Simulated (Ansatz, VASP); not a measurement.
**Hf, level by level in two programs**

```
CELL_PARAMETERS angstrom
3.19670 0.00000 0.00000
-1.59835 2.76842 0.00000
0.00000 0.00000 5.05780
ATOMIC_POSITIONS crystal
Hf 0.66667 0.33333 0.75000
Hf 0.33333 0.66667 0.25000
```

Single points on this cell with VASP 6.6.1 and Ansatz 0.2.0. Each row is one pair of runs. Alike in all rows: spin: off; k mesh: 10 × 10 × 5; VASP's potentials, cutoff: VASP PAW PBE potentials, release 64 (Hf_pv), 520 eV; Ansatz's potentials, cutoff: Ansatz PAW, 420 eV.

| level | smearing | gap on the k mesh at the Fermi level (eV), VASP | gap on the k mesh at the Fermi level (eV), Ansatz | pressure (GPa), VASP | pressure (GPa), Ansatz |
| --- | --- | --- | --- | --- | --- |
| PBE | gaussian, width 0.027 eV | none | none | 0.2 | 0.6 |
| PBE | gaussian, width 0.013 eV | none | none | 0.3 | 0.6 |
| PBE | gaussian, width 0.014 eV | none | none | 0.3 | 0.6 |
| PBE | gaussian, width 0.015 eV | none | none | 0.2 | 0.6 |
| PBE | gaussian, width 0.016 eV | none | none | 0.2 | 0.6 |
| PBE | gaussian, width 0.022 eV | none | none | 0.3 | 0.6 |
| PBE | gaussian, width 0.023 eV | none | none | 0.2 | 0.6 |
| PBE | gaussian, width 0.025 eV | none | none | 0.2 | 0.6 |

Pressure (GPa): the two programs differ by at most 0.44.

VASP's potentials hold 20 valence electrons a cell and Ansatz's 52, so a difference there can come from the potentials and not from the codes.

A gap of «none» marks a metal or a gap that the smearing closes.

Neither program's run includes spin-orbit coupling.
